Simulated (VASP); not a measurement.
# Au (I4/mmm) in VASP: a series of runs, part 2 of 2

VASP 6.6.1. Earlier steps stand in the parts before.

## (3) Single point, PBEsol (strain +0.000 along x and y, -0.015 along z)

Contents of INCAR:

```
PREC = Accurate
ENCUT = 520
EDIFF = 1E-6
ISMEAR = 0
SIGMA = 0.15
LREAL = F
LASPH = T
NELM = 60
ALGO = Fast
ISIF = 2
LWAVE = F
LCHARG = T
GGA = PS
LELF = T
LVHAR = T
NBANDS = 12
```

Contents of KPOINTS:

```
regular mesh
0
Gamma
  26 26 26
```

Contents of POSCAR:

```
Au
1.0
    0.0000000000      2.0419343851      2.0113053693
    2.0419343851      0.0000000000      2.0113053693
    2.0419343851      2.0419343851      0.0000000000
Au
1
Direct
    0.0000000000      0.0000000000      0.0000000000
```

Potentials or basis: VASP PAW PBE potentials, release 64 (Au).

Run with:

```sh
$ cat potpaw_PBE.64/Au/POTCAR > POTCAR
$ mpirun -np 1 vasp_std > vasp.out
```

OUTCAR:

```text
PREC = Accurate
   ENCUT = 520
   EDIFF = 1E-6
   ISMEAR = 0
   LREAL = F
   LASPH = T
   NELM = 60
   ISIF = 2
   GGA = PS

 ion  position               nearest neighbor table
   1  0.000  0.000  0.000-

  LATTYP: Found a body centered tetragonal cell.
 ALAT       =     2.8877313009
 C/A-ratio  =     1.3930003589

  Lattice vectors:

 A1 = (   0.0000000000,  -2.0419343851,  -2.0113053693)
 A2 = (   0.0000000000,   2.0419343851,  -2.0113053693)
 A3 = (   2.0419343851,   0.0000000000,   2.0113053693)

Analysis of symmetry for initial positions (statically):
=====================================================================
 Subroutine PRICEL returns:
 Original cell was already a primitive cell.

 Routine SETGRP: Setting up the symmetry group for a
 body centered tetragonal supercell.

 Subroutine GETGRP returns: Found 16 space group operations
 (whereof 16 operations were pure point group operations)
 out of a pool of 16 trial point group operations.

The static configuration has the point symmetry D_4h.

Analysis of symmetry for dynamics (positions and initial velocities):
=====================================================================
 Subroutine PRICEL returns:
 Original cell was already a primitive cell.

 Routine SETGRP: Setting up the symmetry group for a
 body centered tetragonal supercell.

 Subroutine GETGRP returns: Found 16 space group operations
 (whereof 16 operations were pure point group operations)
 out of a pool of 16 trial point group operations.

The dynamic configuration has the point symmetry D_4h.

 Subroutine INISYM returns: Found 16 space group operations
 (whereof 16 operations are pure point group operations),
 and found     1 'primitive' translations

----------------------------------------------------------------------------------------

                                     Primitive cell

  volume of cell :      16.7723

  direct lattice vectors                    reciprocal lattice vectors
     0.000000000  2.041934385  2.011305369    -0.244865851  0.244865851  0.248594772
     2.041934385  0.000000000  2.011305369     0.244865851 -0.244865851  0.248594772
     2.041934385  2.041934385  0.000000000     0.244865851  0.244865851 -0.248594772

  length of vectors
     2.866155146  2.866155146  2.887731301     0.426283861  0.426283861  0.426283861

  position of ions in fractional coordinates (direct lattice)
     0.000000000  0.000000000  0.000000000

  ion indices of the primitive-cell ions
   primitive index   ion index
                 1           1

----------------------------------------------------------------------------------------

 KPOINTS: regular mesh

Automatic generation of k-mesh.
 Grid dimensions read from file:
 generate k-points for:   26   26   26

 Generating k-lattice:

  Cartesian coordinates                     Fractional coordinates (reciprocal lattice)
    -0.009417917  0.009417917  0.009561337     0.038461538  0.000000000  0.000000000
     0.009417917 -0.009417917  0.009561337     0.000000000  0.038461538  0.000000000
     0.009417917  0.009417917 -0.009561337     0.000000000  0.000000000  0.038461538

  Length of vectors
     0.016395533  0.016395533  0.016395533

  Shift w.r.t. Gamma in fractional coordinates (k-lattice)
     0.000000000  0.000000000  0.000000000

 Subroutine IBZKPT returns following result:
 ===========================================

 Found   1330 irreducible k-points:

 Following reciprocal coordinates:
            Coordinates               Weight
  0.000000  0.000000  0.000000      1.000000
  0.038462 -0.000000  0.000000      8.000000
  0.076923 -0.000000  0.000000      8.000000
  0.115385 -0.000000  0.000000      8.000000
  0.153846 -0.000000  0.000000      8.000000
  0.192308  0.000000  0.000000      8.000000
[... 16 lines left out ...]
  0.346154  0.038462  0.000000      8.000000
  0.384615  0.038462  0.000000      8.000000
 [... further k-points ...]
   k-points           NKPTS =   1330   k-points in BZ     NKDIM =   1330   number of bands    NBANDS=     12
   number of dos      NEDOS =    301   number of ions     NIONS =      1
   total plane-waves  NPLWV =  13824
   dimension x,y,z NGX =    24 NGY =   24 NGZ =   24
   dimension x,y,z NGXF=    48 NGYF=   48 NGZF=   48
   ions per type =               1
   NGX,Y,Z   is equivalent  to a cutoff of  13.92, 13.92, 13.82 a.u.
   NGXF,Y,Z  is equivalent  to a cutoff of  27.84, 27.84, 27.63 a.u.
 SYSTEM =  unknown system
   PREC   = accura    normal or accurate (medium, high low for compatibility)
   ISTART =      0    job   : 0-new  1-cont  2-samecut
   ICHARG =      2    charge: 1-file 2-atom 10-const
   ISPIN  =      1    spin polarized calculation?
   LNONCOLLINEAR =      F non collinear calculations
   LSORBIT =      F    spin-orbit coupling
   LASPH  =      T    aspherical Exc in radial PAW
   ENCUT  =  520.0 eV  38.22 Ry    6.18 a.u.   5.33  5.33  5.37*2*pi/ulx,y,z
   NELM   =     60;   NELMIN=  2; NELMDL= -5     # of ELM steps
   EDIFF  = 0.1E-05   stopping-criterion for ELM
   LREAL  =      F    real-space projection
   EDIFFG = 0.1E-04   stopping-criterion for IOM
   NSW    =      0    number of steps for IOM
   IBRION =     -1    ionic relax: 0-MD 1-quasi-New 2-CG
   NFREE  =      0    steps in history (QN), initial steepest desc. (CG)
   ISIF   =      2    stress and relaxation
   ISYM   =      2    0-nonsym 1-usesym 2-fastsym
   POTIM  = 0.5000    time-step for ionic-motion
   TEBEG  =    0.0;   TEEND  =   0.0 temperature during run
   PSTRESS=    0.0 pullay stress
   NELECT =      11.0000    total number of electrons
   NUPDOWN=      -1.0000    fix difference up-down
   EMIN   =  10.00;   EMAX   =-10.00  energy-range for DOS
   EFERMI =   0.00;   METHOD = LEGACY
   ISMEAR =     0;   SIGMA  =   0.15  broadening in eV -4-tet -1-fermi 0-gaus
   EFERMI_NEDOS =   21; number of points for ismear=-14 and -15
   IALGO  =     68    algorithm
   IMIX   =      4    mixing-type and parameters
     AMIX     =   0.40;   BMIX     =  1.00
     AMIX_MAG =   1.60;   BMIX_MAG =  1.00
  volume/ion in A,a.u.               =      16.77       113.18
  Fermi-wavevector in a.u.,A,eV,Ry     =   1.422357  2.687864 27.525929  2.023099
  Thomas-Fermi vector in A             =   2.543069
   LORBIT       =      0    0 simple, 1 ext, 2 COOP (PROOUT), +10 PAW based schemes
   GGA     = PS    functional components
   LHFCALC =     F    Hartree Fock is set to
   AEXX    =    0.0000 exact exchange contribution
   IVDW    =     0    specifies the selected vdW correction
   LEPSILON=     F    determine dielectric tensor
   LRPA    =     F    only Hartree local field effects (RPA)
 non-spin polarized calculation
 RMM-DIIS sequential band-by-band and
 Gauss-broadening in eV      SIGMA  =   0.15
  energy-cutoff  :      520.00
  volume of cell :       16.77
 maximum number of plane-waves:       471
 NGX is ok and might be reduce to    24
   NGX = 11   NGY = 11   NGZ = 11

 number of electron      10.9999999 magnetization

 Free energy of the ion-electron system (eV)
  ---------------------------------------------------
  ext. energy  EPLUGINS =         0.00000000
  ---------------------------------------------------
  free energy    TOTEN  =        -3.92413082 eV

  energy without entropy =       -3.92144983  energy(sigma->0) =       -3.92279033

 E-fermi :   9.5589     XC(G=0): -12.9794

 val. band max:        9.5580197548   @ k =  -0.1538   0.3462   0.2308
 cond. band min:       9.5590211137   @ k =  -0.2692   0.2308   0.1538
 fundamental gap:      0.0010013589
 Fermi energy:         9.5589002256

 k-point     1 :       0.0000    0.0000    0.0000
  band No.  band energies     occupation
      1      -0.5448      2.00000
      2       4.7354      2.00000
      3       4.7354      2.00000
      4       4.8715      2.00000
      5       6.2769      2.00000
      6       6.4273      2.00000
      7      24.0278      0.00000
      8      28.0200      0.00000
      9      28.0200      0.00000
     10      28.2939      0.00000
     11      33.0330      0.00000
     12      37.6802      0.00000
[... 331 lines left out ...]
 k-point    24 :       0.3846    0.0385    0.0000
  band No.  band energies     occupation
      1       2.0543      2.00000
      2       4.8386      2.00000
      3       4.9026      2.00000
      4       6.0037      2.00000
      5       7.2865      2.00000
      6       7.3244      2.00000
      7      16.0000      0.00000
      8      24.0627      0.00000
      9      27.1406      0.00000
     10      28.2174      0.00000
     11      33.5479      0.00000
     12      33.7314      0.00000

 [... further k-points ...]

------------------------ aborting loop because EDIFF is reached ----------------------------------------

  FORCE on cell =-STRESS in cart. coord.  units (eV):
  Direction    XX          YY          ZZ          XY          YZ          ZX
  --------------------------------------------------------------------------------------
  -------------------------------------------------------------------------------------
  Total        0.2323365      0.2323365      0.2879700      0.0000000      0.0000000      0.0000000
  in kB       22.1940423     22.1940423     27.5084569      0.0000000      0.0000000      0.0000000
  external PRESSURE =      23.9655139 kB  Pullay stress =       0.0000000 kB

 VOLUME and BASIS-vectors are now :
 -----------------------------------------------------------------------------
  energy-cutoff  :      520.00
  volume of cell :       16.77
      direct lattice vectors                 reciprocal lattice vectors
     0.000000000  2.041934385  2.011305369    -0.244865851  0.244865851  0.248594772
     2.041934385  0.000000000  2.011305369     0.244865851 -0.244865851  0.248594772
     2.041934385  2.041934385  0.000000000     0.244865851  0.244865851 -0.248594772

 POSITION                                       TOTAL-FORCE (eV/Angst)
 -----------------------------------------------------------------------------------
      0.00000      0.00000      0.00000         0.000000     -0.000000      0.000000
 -----------------------------------------------------------------------------------
    total drift:                               -0.000000     -0.000000      0.000000

  FREE ENERGIE OF THE ION-ELECTRON SYSTEM (eV)
  ---------------------------------------------------
  free  energy   TOTEN  =        -3.9241308247 eV

  energy  without entropy=       -3.9214498306  energy(sigma->0) =       -3.92279033
```

Run time: 2.1 min. Hardware: 1 thread of AMD EPYC 9R45 (Zen 5), shared host; peak memory 0.33 GiB.

Results:

- Free energy: -3.9241 eV
- Pressure: 2.4 GPa
- Band gap on the k mesh: zero (an odd number of electrons rules out a gap without spin polarisation)

Levels at points of the mesh, in eV from the Fermi level:
```tsv
k point	band 3	band 4	band 5	band 6	band 7	band 8	band 9	band 10
(0.00, 0.00, 0.00)	-4.82	-4.69	-3.28	-3.13	14.47	18.46	18.46	18.73
(0.50, 0.00, 0.00)	-4.75	-2.00	-1.94	-1.11	3.13	13.90	17.03	17.38
(0.50, 0.50, 0.00)	-2.01	-1.63	-1.63	1.08	6.10	9.81	9.81	17.17
(0.50, 0.00, 0.50)	-2.01	-1.70	-1.59	0.81	5.74	10.06	10.10	17.41
```

Caveat: the cell differs from its parent crystal (strain +0.000 along x and y, -0.015 along z); the PAW data sets were made with another functional, which shifts forces and pressure a little; spin-orbit coupling is left out, which moves the levels of the heavy elements.

## (4) Single point, PBEsol (strain -0.015 along x and y, +0.030 along z)

Contents of INCAR:

```
SYSTEM = Au
ALGO = Fast
EDIFF = 1E-6
ENCUT = 520
GGA = PS
ISIF = 2
ISMEAR = 0
LASPH = .TRUE.
LCHARG = .FALSE.
LREAL = .FALSE.
LWAVE = .FALSE.
NBANDS = 12
NELM = 100
PREC = Accurate
SIGMA = 0.15
```

Contents of KPOINTS:

```
k-points
0
G
  26 26 26
  0 0 0
```

Contents of POSCAR:

```
Au
1.0
    0.0000000000      2.0113053693      2.1031924167
    2.0113053693      0.0000000000      2.1031924167
    2.0113053693      2.0113053693      0.0000000000
Au
1
Direct
    0.0000000000      0.0000000000      0.0000000000
```

Run with:

```sh
$ cat potpaw_PBE.64/Au/POTCAR > POTCAR
$ mpirun -np 1 vasp_std > vasp.out
```

Wall time 1.9 min (1 thread of AMD EPYC 9R45 (Zen 5), shared host); peak memory 0.34 GiB.

The run converged. Its results:

```yaml
Free_energy: -3.9236 eV
Pressure: -0.2 GPa
Band_gap_on_the_k_mesh: zero (an odd number of electrons rules out a gap without spin polarisation)
```

Stress tensor (GPa, compression positive):
```
 0.40  0.00  0.00
 0.00  0.40  0.00
 0.00  0.00 -1.33
```

Levels at points of the mesh, in eV from the Fermi level:
| k point | band 4 | band 5 | band 6 | band 7 | band 8 | band 9 |
| --- | --- | --- | --- | --- | --- | --- |
| (0.00, 0.00, 0.00) | -4.57 | -3.41 | -2.96 | 14.51 | 17.98 | 18.73 |
| (0.50, 0.00, 0.00) | -2.06 | -1.89 | -1.05 | 3.05 | 13.81 | 16.72 |
| (0.50, 0.50, 0.00) | -1.67 | -1.67 | 0.44 | 5.05 | 10.47 | 10.47 |
| (0.50, 0.00, 0.50) | -1.81 | -1.47 | 1.19 | 6.09 | 9.65 | 9.74 |

Caveat: the cell differs from its parent crystal (strain -0.015 along x and y, +0.030 along z); the PAW data sets were made with another functional, which shifts forces and pressure a little; spin-orbit coupling is left out, which moves the levels of the heavy elements.

## (5) Overview

| cell | gap on the mesh (eV) | pressure (GPa) |
| --- | --- | --- |
| a = 2.866, b = 2.866, c = 2.844 Å, angles 60.3, 60.3, 59.5°, 1 atom | none | 5.4 |
| a = 2.866, b = 2.866, c = 2.888 Å, angles 59.8, 59.8, 60.5°, 1 atom | none | 2.4 |
| a = 2.910, b = 2.910, c = 2.844 Å, angles 60.7, 60.7, 58.5°, 1 atom | none | -0.2 |

Alike in all rows: task single point; level PBEsol; potentials or basis VASP PAW PBE potentials, release 64 (Au); no spin polarisation; k mesh 26 × 26 × 26; cutoff (eV) 520; smearing gaussian 0.15 eV.

Caveats: the PAW data sets were made with another functional, which shifts forces and pressure a little; spin-orbit coupling is left out, which moves the levels of the heavy elements; the cell stands under pressure (at least some runs).

Absolute energies hang on the potentials; compare differences alone.

The gap in the log of VASP goes by the Fermi energy; the results here count the filled bands.